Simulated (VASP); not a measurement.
Write the native input for VASP 6.6.1 that does the following.

```
Task                   : single point
Functional             : r2SCAN
Potentials or basis    : VASP PAW PBE potentials, release 64 (Li_sv, F)
Cutoff                 : 830 eV
k mesh                 : 4 × 4 × 4
Occupations            : gaussian, width 0.01 eV
Spin                   : no spin polarisation
Dipole correction      : no
Further INCAR settings : ALGO = Normal; EDIFF = 1e-06; NBANDS = 12
```

Crystal: LiF.

```xyz
2
Lattice="0.0000 2.0130 2.0130 2.0130 0.0000 2.0130 2.0130 2.0130 0.0000" Properties=species:S:1:pos:R:3 pbc="T T T"
Li    0.0000    0.0000    0.0000
F     2.0130    2.0130    2.0130
```

These files were run (other wordings do the same):

POSCAR

```
LiF
1.0
    0.0000000000      2.0130000000      2.0130000000
    2.0130000000      0.0000000000      2.0130000000
    2.0130000000      2.0130000000      0.0000000000
Li F
1 1
Direct
    0.0000000000      0.0000000000      0.0000000000
    0.5000000000      0.5000000000      0.5000000000
```

INCAR.step1

```
PREC = Accurate ; ENCUT = 830
ISMEAR = 0 ; SIGMA = 0.01
LREAL = F ; LASPH = T
NELM = 120 ; NBANDS = 12
GGA = PE ; ALGO = Normal
EDIFF = 1E-5 ; LWAVE = T
LCHARG = F ; GGA_COMPAT = F
```

INCAR.step2

```
PREC = Accurate ; ENCUT = 830
EDIFF = 1E-6 ; ISMEAR = 0
SIGMA = 0.01 ; LREAL = F
LASPH = T ; NELM = 120
ALGO = Normal ; ISIF = 2
LWAVE = F ; LCHARG = F
METAGGA = R2SCAN ; LMIXTAU = T
NBANDS = 12 ; ISTART = 1
GGA_COMPAT = F
```

KPOINTS

```
regular mesh
0
Gamma
  4 4 4
```

Potentials or basis: VASP PAW PBE potentials, release 64 (Li_sv, F).

The run is started by

```console
$ cat potpaw_PBE.64/Li_sv/POTCAR potpaw_PBE.64/F/POTCAR > POTCAR
$ cp INCAR.step1 INCAR
$ mpirun -np 1 vasp_std > vasp.out
$ cp INCAR.step2 INCAR
$ mpirun -np 1 vasp_std > vasp.out
```

It gave:

| Property | Result |
| --- | --- |
| Pressure | -2.3 GPa |
| Band gap on the k mesh | 10.27 eV, direct |

Caveat: the k points lie up to 0.68 Å⁻¹ apart; the PAW data sets were made with another functional, which shifts forces and pressure a little.

Run time: 9.5 s on 1 thread of Intel(R) Xeon(R) 6975P-C (Granite Rapids), on a shared host, peak memory 0.15 GiB.
